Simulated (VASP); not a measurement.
Mg3Te:

```
Te Mg
1.0
    -2.13936    2.13936    5.28249
     2.13936   -2.13936    5.28249
     2.13936    2.13936   -5.28249
Te Mg
1 3
Direct
  0.00000 0.00000 0.00000
  0.25000 0.75000 0.50000
  0.75000 0.25000 0.50000
  0.50000 0.50000 0.00000
```

| Item | Value |
| --- | --- |
| Program | VASP 6.6.1 |
| Task | relaxation of cell and atoms |
| Functional | PBEsol |
| Dispersion | D4 |
| Potentials or basis | VASP PAW PBE potentials, release 64 (Te, Mg) |
| Cutoff | 600 eV |
| k mesh | 9 × 9 × 9 |
| Occupations | fermi-dirac, width 0.05 eV |
| Spin | no spin polarisation |

At the start: pressure -2.0 GPa; volume 24.18 Å³/atom.

**Question.** Where does the relaxation end?

**Answer.** Over 10 steps the energy falls by 10.1 meV/atom and the volume is 22.79 Å³/atom (-5.7 %); space group I4/mmm (No. 139, to 0.1 Å) before and after.

Step by step:
| step | energy change (eV) | largest force (eV/Å) | pressure (GPa) | volume (Å³) |
| --- | --- | --- | --- | --- |
| 1 | 0.0000 | 0.0000 | -2.00 | 96.71 |
| 2 | -0.0319 | 0.0000 | -0.37 | 92.55 |
| 3 | -0.0330 | 0.0000 | 0.01 | 91.70 |
| 4 | -0.0349 | 0.0000 | 0.01 | 91.58 |
| 5 | -0.0394 | 0.0000 | 0.05 | 91.22 |
| 6 | -0.0362 | 0.0000 | 0.28 | 90.44 |
| 7 | -0.0405 | 0.0000 | 0.10 | 90.99 |
| 8 | -0.0405 | 0.0000 | 0.11 | 90.96 |
| 9 | -0.0405 | 0.0000 | -0.10 | 91.38 |
| 10 | -0.0406 | 0.0000 | 0.00 | 91.16 |

Final structure:
```xyz
4
Lattice="-2.1268 2.1268 5.0388 2.1268 -2.1268 5.0388 2.1268 2.1268 -5.0388" Properties=species:S:1:pos:R:3 pbc="T T T"
Te    0.0000    0.0000    0.0000
Mg    2.1268    0.0000    2.5194
Mg    0.0000    2.1268    2.5194
Mg    0.0000    0.0000    5.0388
```

Caveat: the PAW data sets were made with another functional, which shifts forces and pressure a little.
